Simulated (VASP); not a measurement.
Wanted: the native input for a VASP 6.6.1 run.

- Task: single point
- Functional: PBE
- Dispersion: D3(BJ)
- Potentials or basis: VASP PAW PBE potentials, release 64 (C, H)
- Cutoff: 520 eV
- k mesh: 6 × 6 × 1
- Occupations: gaussian, width 0.1 eV
- Spin: no spin polarisation
- Dipole correction: yes
- Further INCAR settings: ALGO = Normal; EDIFF = 1e-06; NBANDS = 28

The structure of HC4 lies in POSCAR:

```
HC4
1.0
    4.9313048818      0.0000000000      0.0000000000
   -2.4656524409      4.2706353015      0.0000000000
    0.0000000000      0.0000000000     18.0000331943
C H
8 2
Direct
    0.3333333333      0.1666666667      0.2222236565
    0.3333333333      0.6666666667      0.2222236565
    0.8333333333      0.1666666667      0.2222236565
    0.8333333333      0.6666666667      0.2222236565
    0.1666666667      0.3333333333      0.2222218124
    0.1666666667      0.8333333333      0.2222218124
    0.6666666667      0.3333333333      0.2222218124
    0.6666666667      0.8333333333      0.2222218124
    0.6624837469      0.3375162531      0.3183345904
    0.8375162531      0.1624837469      0.3183345904
```

The input as run:

INCAR

```
SYSTEM = HC4
PREC = Accurate ; ENCUT = 520
EDIFF = 1E-6 ; ISMEAR = 0
SIGMA = 0.1 ; LREAL = .False.
LASPH = .True. ; NELM = 100
ALGO = Normal ; ISIF = 2
LWAVE = .False. ; LCHARG = .True.
LDIPOL = .True. ; IDIPOL = 3
DIPOL = 0.5 0.5 0.241 ; GGA = PE
IVDW = 12 ; LELF = .True.
LVHAR = .True. ; LVACPOTAV = .True.
NBANDS = 28
```

KPOINTS

```
regular mesh
0
Gamma
  6 6 1
  0 0 0
```

Potentials or basis: VASP PAW PBE potentials, release 64 (C, H).

Command:

```bash
$ cat potpaw_PBE.64/C/POTCAR potpaw_PBE.64/H/POTCAR > POTCAR
$ mpirun -np 1 vasp_std > vasp.out
```

It gave:

```json
{
 "Largest force": "3.528 eV/Å",
 "Band gap on the k mesh": "0.44 eV, direct",
 "Dispersion energy per atom": "-0.090 eV"
}
```

It took 2.5 min on 1 thread of Intel(R) Xeon(R) 6975P-C (Granite Rapids) (shared host), peak memory 0.53 GiB.
